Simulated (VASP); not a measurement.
Write the native input for VASP 6.6.1 that does the following.

```yaml
Task: single point
Functional: r2SCAN
Potentials_or_basis: VASP PAW PBE potentials, release 64 (Na_pv, Cl)
Cutoff: 520 eV
k_mesh: 8 × 8 × 8
Occupations: gaussian, width 0.01 eV
Spin: no spin polarisation
Dipole_correction: no
Further_INCAR_settings: ALGO = Normal; EDIFF = 1e-07; NBANDS = 14
```

NaCl:

```
Na Cl
1.0
     0.00000    2.80270    2.80270
     2.80270    0.00000    2.80270
     2.80270    2.80270    0.00000
Na Cl
1 1
Direct
  0.00000 0.00000 0.00000
  0.50000 0.50000 0.50000
```

The input as run:

POSCAR

```
NaCl
1.0
    0.0000000000      2.8026988303      2.8026988303
    2.8026988303      0.0000000000      2.8026988303
    2.8026988303      2.8026988303      0.0000000000
Na Cl
1 1
Direct
    0.0000000000      0.0000000000      0.0000000000
    0.5000000000      0.5000000000      0.5000000000
```

INCAR.step1

```
SYSTEM = NaCl
ALGO     = Normal         ! electronic algorithm
EDIFF    = 1E-4           ! SCF threshold, eV
ENCUT    = 520            ! plane-wave cutoff, eV
GGA      = PE             ! functional
ISMEAR   = 0              ! smearing method
LASPH    = .True.         ! aspherical terms in the spheres
LCHARG   = .False.        ! write CHGCAR
LREAL    = .False.        ! projectors in reciprocal space
LWAVE    = .True.         ! write WAVECAR
NBANDS   = 14             ! bands
NELM     = 60             ! most SCF steps
PREC     = Accurate       ! precision mode
SIGMA    = 0.01           ! smearing width, eV
```

INCAR.step2

```
SYSTEM = NaCl
ALGO     = Normal         ! electronic algorithm
EDIFF    = 1E-7           ! SCF threshold, eV
ENCUT    = 520            ! plane-wave cutoff, eV
ISIF     = 2              ! what is computed and relaxed
ISMEAR   = 0              ! smearing method
ISTART   = 1            
LASPH    = .True.         ! aspherical terms in the spheres
LCHARG   = .True.         ! write CHGCAR
LELF     = .True.         ! ELF
LMIXTAU  = .True.       
LREAL    = .False.        ! projectors in reciprocal space
LVHAR    = .True.       
LWAVE    = .False.        ! write WAVECAR
METAGGA  = R2SCAN         ! meta-GGA
NBANDS   = 14             ! bands
NELM     = 60             ! most SCF steps
PREC     = Accurate       ! precision mode
SIGMA    = 0.01           ! smearing width, eV
```

KPOINTS

```
k-points
0
Gamma
  8 8 8
  0 0 0
```

Potentials or basis: VASP PAW PBE potentials, release 64 (Na_pv, Cl).

Run with:

```bash
$ cat potpaw_PBE.64/Na_pv/POTCAR potpaw_PBE.64/Cl/POTCAR > POTCAR
$ cp INCAR.step1 INCAR
$ mpirun -np 1 vasp_std > vasp.out
$ cp INCAR.step2 INCAR
$ mpirun -np 1 vasp_std > vasp.out
```

Results of the run:

```yaml
Pressure: -0.2 GPa
Band_gap_on_the_k_mesh: 6.00 eV
```

Caveat: the PAW data sets were made with another functional, which shifts forces and pressure a little.

Wall time 2.8 min on 1 thread of AMD EPYC 7R13, with other jobs on the host, peak memory 0.14 GiB.
